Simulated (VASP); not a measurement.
# Ir (Fm-3m) in VASP: notebook, part 2 of 2

VASP 6.6.1. The steps go on from the part before.

### 3 Relaxation of volume and atoms at fixed shape, LDA

This run uses another cell than the first one, of 14.06 Å³/atom, 1.014 times its volume.

File INCAR:

```
  ALGO = Normal
  EDIFF = 1E-7
  EDIFFG = -0.02
  ENCUT = 500
  GGA = CA
  GGA_COMPAT = False
  IBRION = 2
  ISIF = 8
  ISMEAR = 0
  LASPH = True
  LCHARG = False
  LREAL = False
  LWAVE = False
  NELM = 120
  NELMIN = 4
  NSW = 60
  PREC = Accurate
  SIGMA = 0.1
```

File KPOINTS:

```
k-points
0
Gamma
  8 8 8
```

File POSCAR:

```
Ir
1.0
    0.0000000000      1.9156000000      1.9156000000
    1.9156000000      0.0000000000      1.9156000000
    1.9156000000      1.9156000000      0.0000000000
Ir
1
Direct
    0.0000000000      0.0000000000      0.0000000000
```

Potentials or basis: VASP PAW LDA potentials, release 64 (Ir).

On the command line:

```sh
$ cat potpaw_LDA.64/Ir/POTCAR > POTCAR
$ mpirun -np 1 vasp_std > vasp.out
```

OUTCAR:

```text
EDIFF = 1E-7
   EDIFFG = -0.02
   ENCUT = 500
   GGA = CA
   IBRION = 2
   ISIF = 8
   ISMEAR = 0
   LASPH = True
   LREAL = False
   NELM = 120
   NELMIN = 4
   NSW = 60
   PREC = Accurate

 ion  position               nearest neighbor table
   1  0.000  0.000  0.000-

  LATTYP: Found a face centered cubic cell.
 ALAT       =     3.8312000000

  Lattice vectors:

 A1 = (   0.0000000000,   1.9156000000,   1.9156000000)
 A2 = (   1.9156000000,   0.0000000000,   1.9156000000)
 A3 = (   1.9156000000,   1.9156000000,   0.0000000000)

Analysis of symmetry for initial positions (statically):
[... 33 lines left out ...]
                                     Primitive cell

  volume of cell :      14.0587

  direct lattice vectors                    reciprocal lattice vectors
     0.000000000  1.915600000  1.915600000    -0.261014826  0.261014826  0.261014826
     1.915600000  0.000000000  1.915600000     0.261014826 -0.261014826  0.261014826
     1.915600000  1.915600000  0.000000000     0.261014826  0.261014826 -0.261014826

  length of vectors
     2.709067500  2.709067500  2.709067500     0.452090940  0.452090940  0.452090940

  position of ions in fractional coordinates (direct lattice)
     0.000000000  0.000000000  0.000000000

  ion indices of the primitive-cell ions
   primitive index   ion index
                 1           1

----------------------------------------------------------------------------------------

 KPOINTS: k-points

Automatic generation of k-mesh.
 Grid dimensions read from file:
 generate k-points for:    8    8    8

 Generating k-lattice:

  Cartesian coordinates                     Fractional coordinates (reciprocal lattice)
    -0.032626853  0.032626853  0.032626853     0.125000000  0.000000000  0.000000000
     0.032626853 -0.032626853  0.032626853     0.000000000  0.125000000  0.000000000
     0.032626853  0.032626853 -0.032626853     0.000000000  0.000000000  0.125000000

  Length of vectors
     0.056511367  0.056511367  0.056511367

  Shift w.r.t. Gamma in fractional coordinates (k-lattice)
     0.000000000  0.000000000  0.000000000

 Subroutine IBZKPT returns following result:
 ===========================================

 Found     29 irreducible k-points:

 Following reciprocal coordinates:
            Coordinates               Weight
  0.000000  0.000000  0.000000      1.000000
  0.125000  0.000000  0.000000      8.000000
  0.250000  0.000000  0.000000      8.000000
  0.375000  0.000000  0.000000      8.000000
  0.500000  0.000000  0.000000      4.000000
  0.125000  0.125000  0.000000      6.000000
[... 16 lines left out ...]
  0.500000  0.250000  0.125000     48.000000
 -0.375000  0.250000  0.125000     24.000000
 [... further k-points ...]
   k-points           NKPTS =     29   k-points in BZ     NKDIM =     29   number of bands    NBANDS=      8
   number of dos      NEDOS =    301   number of ions     NIONS =      1
   total plane-waves  NPLWV =   8000
   dimension x,y,z NGX =    20 NGY =   20 NGZ =   20
   dimension x,y,z NGXF=    40 NGYF=   40 NGZF=   40
   ions per type =               1
   NGX,Y,Z   is equivalent  to a cutoff of  12.27, 12.27, 12.27 a.u.
   NGXF,Y,Z  is equivalent  to a cutoff of  24.55, 24.55, 24.55 a.u.
 SYSTEM =  unknown system
   PREC   = accura    normal or accurate (medium, high low for compatibility)
   ISTART =      0    job   : 0-new  1-cont  2-samecut
   ICHARG =      2    charge: 1-file 2-atom 10-const
   ISPIN  =      1    spin polarized calculation?
   LNONCOLLINEAR =      F non collinear calculations
   LSORBIT =      F    spin-orbit coupling
   LASPH  =      T    aspherical Exc in radial PAW
   ENCUT  =  500.0 eV  36.75 Ry    6.06 a.u.   4.94  4.94  4.94*2*pi/ulx,y,z
   NELM   =    120;   NELMIN=  4; NELMDL= -5     # of ELM steps
   EDIFF  = 0.1E-06   stopping-criterion for ELM
   LREAL  =      F    real-space projection
   EDIFFG = -.2E-01   stopping-criterion for IOM
   NSW    =     60    number of steps for IOM
   IBRION =      2    ionic relax: 0-MD 1-quasi-New 2-CG
   NFREE  =      1    steps in history (QN), initial steepest desc. (CG)
   ISIF   =      8    stress and relaxation
   ISYM   =      2    0-nonsym 1-usesym 2-fastsym
   POTIM  = 0.5000    time-step for ionic-motion
   TEBEG  =    0.0;   TEEND  =   0.0 temperature during run
   PSTRESS=    0.0 pullay stress
   NELECT =       9.0000    total number of electrons
   NUPDOWN=      -1.0000    fix difference up-down
   EMIN   =  10.00;   EMAX   =-10.00  energy-range for DOS
   EFERMI =   0.00;   METHOD = LEGACY
   ISMEAR =     0;   SIGMA  =   0.10  broadening in eV -4-tet -1-fermi 0-gaus
   EFERMI_NEDOS =   21; number of points for ismear=-14 and -15
   IALGO  =     38    algorithm
   IMIX   =      4    mixing-type and parameters
     AMIX     =   0.40;   BMIX     =  1.00
     AMIX_MAG =   1.60;   BMIX_MAG =  1.00
  volume/ion in A,a.u.               =      14.06        94.87
  Fermi-wavevector in a.u.,A,eV,Ry     =   1.410937  2.666284 27.085691  1.990742
  Thomas-Fermi vector in A             =   2.532839
   LORBIT       =      0    0 simple, 1 ext, 2 COOP (PROOUT), +10 PAW based schemes
   GGA     = CA    functional components
   LHFCALC =     F    Hartree Fock is set to
   AEXX    =    0.0000 exact exchange contribution
   IVDW    =     0    specifies the selected vdW correction
   LEPSILON=     F    determine dielectric tensor
   LRPA    =     F    only Hartree local field effects (RPA)
 conjugate gradient relaxation of ions
 non-spin polarized calculation
 Gauss-broadening in eV      SIGMA  =   0.10
  energy-cutoff  :      500.00
  volume of cell :       14.06
 maximum number of plane-waves:       368
   NGX =  9   NGY =  9   NGZ =  9

--------------------------------------- Ionic step        1  -------------------------------------------

 number of electron       9.0000000 magnetization

 Free energy of the ion-electron system (eV)
  ---------------------------------------------------
  ext. energy  EPLUGINS =         0.00000000
  ---------------------------------------------------
  free energy    TOTEN  =       -10.24909172 eV

  energy without entropy =      -10.24008182  energy(sigma->0) =      -10.24458677

------------------------ aborting loop because EDIFF is reached ----------------------------------------

  FORCE on cell =-STRESS in cart. coord.  units (eV):
  Direction    XX          YY          ZZ          XY          YZ          ZX
  --------------------------------------------------------------------------------------
  -------------------------------------------------------------------------------------
  Total       -0.2037778     -0.2037778     -0.2037778     -0.0000000     -0.0000000      0.0000000
  in kB      -23.2232483    -23.2232483    -23.2232483     -0.0000000     -0.0000000      0.0000000
  external PRESSURE =     -23.2232483 kB  Pullay stress =       0.0000000 kB
[... 55 lines left out ...]
  energy  without entropy=      -10.2309351690  energy(sigma->0) =      -10.23525040

--------------------------------------- Ionic step        3  -------------------------------------------

 number of electron       9.0000000 magnetization

 Free energy of the ion-electron system (eV)
  ---------------------------------------------------
  ext. energy  EPLUGINS =         0.00000000
  ---------------------------------------------------
  free energy    TOTEN  =       -10.24969199 eV

  energy without entropy =      -10.24075791  energy(sigma->0) =      -10.24522495

 E-fermi :  10.5753     XC(G=0): -14.2089

 val. band max:       10.5286949965   @ k =  -0.3750   0.1250   0.0000
 cond. band min:      10.5905137253   @ k =  -0.3750   0.2500   0.0000
 fundamental gap:      0.0618187289
 Fermi energy:        10.5752620037

 k-point     1 :       0.0000    0.0000    0.0000
  band No.  band energies     occupation
      1      -0.7125      2.00000
      2       6.5315      2.00000
      3       6.5315      2.00000
      4       6.5315      2.00000
      5       9.3291      2.00000
      6       9.3291      2.00000
      7      24.8281      0.00000
      8      30.4618      0.00000
[... 243 lines left out ...]
 k-point    24 :      -0.3750    0.2500    0.1250
  band No.  band energies     occupation
      1       3.7742      2.00000
      2       5.1919      2.00000
      3       6.8508      2.00000
      4       7.8937      2.00000
      5      11.1116      0.00000
      6      15.7894      0.00000
      7      17.2897      0.00000
      8      26.3908      0.00000

 [... further k-points ...]
[... 5 lines left out ...]
  --------------------------------------------------------------------------------------
  -------------------------------------------------------------------------------------
  Total       -0.0026572     -0.0026572     -0.0026572      0.0000000      0.0000000      0.0000000
  in kB       -0.3045831     -0.3045831     -0.3045831      0.0000000      0.0000000      0.0000000
  external PRESSURE =      -0.3045831 kB  Pullay stress =       0.0000000 kB
[... 16 lines left out ...]
  FREE ENERGIE OF THE ION-ELECTRON SYSTEM (eV)
  ---------------------------------------------------
  free  energy   TOTEN  =       -10.2496919892 eV

  energy  without entropy=      -10.2407579087  energy(sigma->0) =      -10.24522495

 reached required accuracy - stopping structural energy minimisation
```

OSZICAR:

```text
N       E                     dE             d eps       ncg     rms          rms(c)
DAV:   1     0.409258274261E+02    0.40926E+02   -0.44889E+03   480   0.100E+03
DAV:   2    -0.102173681267E+02   -0.51143E+02   -0.49517E+02   472   0.210E+02
DAV:   3    -0.108607035851E+02   -0.64334E+00   -0.64098E+00   624   0.313E+01
[... 22 lines left out ...]
DAV:   3    -0.102496888072E+02    0.27564E-02   -0.12451E-02   536   0.147E+00    0.184E-01
DAV:   4    -0.102496851293E+02    0.36779E-05   -0.22947E-04   592   0.172E-01    0.281E-02
DAV:   5    -0.102496911956E+02   -0.60663E-05   -0.89508E-06   632   0.194E-02    0.524E-03
DAV:   6    -0.102496919896E+02   -0.79400E-06   -0.26802E-07   536   0.469E-03    0.265E-04
DAV:   7    -0.102496919892E+02    0.40598E-09   -0.23747E-09   264   0.516E-04
   3 F= -.10249692E+02 E0= -.10245225E+02  d E =-.600267E-03
```

CONTCAR:

```text
Ir
   1.00000000000000
     0.0000000000000000    1.9118969527545626    1.9118969527545626
     1.9118969527545626    0.0000000000000000    1.9118969527545626
     1.9118969527545626    1.9118969527545626    0.0000000000000000
  Ir
     1
Direct
     0.0000000000000000    0.0000000000000000    0.0000000000000000

  0.00000000E+00  0.00000000E+00  0.00000000E+00
```

Wall time 15 s (1 thread of AMD EPYC 7R13, shared host); peak memory 0.1 GiB.

Results:

| Quantity | Value |
| --- | --- |
| Free energy | -10.2497 eV |
| Relaxed volume | 13.98 Å³/atom |
| Relaxed cell | a = 2.704 Å, b = 2.704 Å, c = 2.704 Å, α = 60.00°, β = 60.00°, γ = 60.00° |
| Space group after relaxing (to 0.05 Å) | Fm-3m (No. 225) |
| Energy gained by relaxing | 0.6 meV/atom |
| Ionic steps | 3 |
| Pressure after relaxing | 0.0 GPa |

The path:
| step | energy change (eV) | largest force (eV/Å) | pressure (GPa) | volume (Å³) |
| --- | --- | --- | --- | --- |
| 1 | 0.0000 | 0.0000 | -2.32 | 14.06 |
| 2 | 0.0095 | 0.0000 | 10.12 | 13.65 |
| 3 | -0.0006 | 0.0000 | -0.03 | 13.98 |

Final structure:
```cif
data_structure
_symmetry_space_group_name_H-M 'P 1'
_symmetry_Int_Tables_number 1
_cell_length_a 2.7038
_cell_length_b 2.7038
_cell_length_c 2.7038
_cell_angle_alpha 60.000
_cell_angle_beta 60.000
_cell_angle_gamma 60.000
_cell_volume 13.98
loop_
_atom_site_label
_atom_site_type_symbol
_atom_site_fract_x
_atom_site_fract_y
_atom_site_fract_z
_atom_site_occupancy
Ir1 Ir 0.00000 0.00000 0.00000 1
```

Caveat: spin-orbit coupling is left out, which moves the levels of the heavy elements.
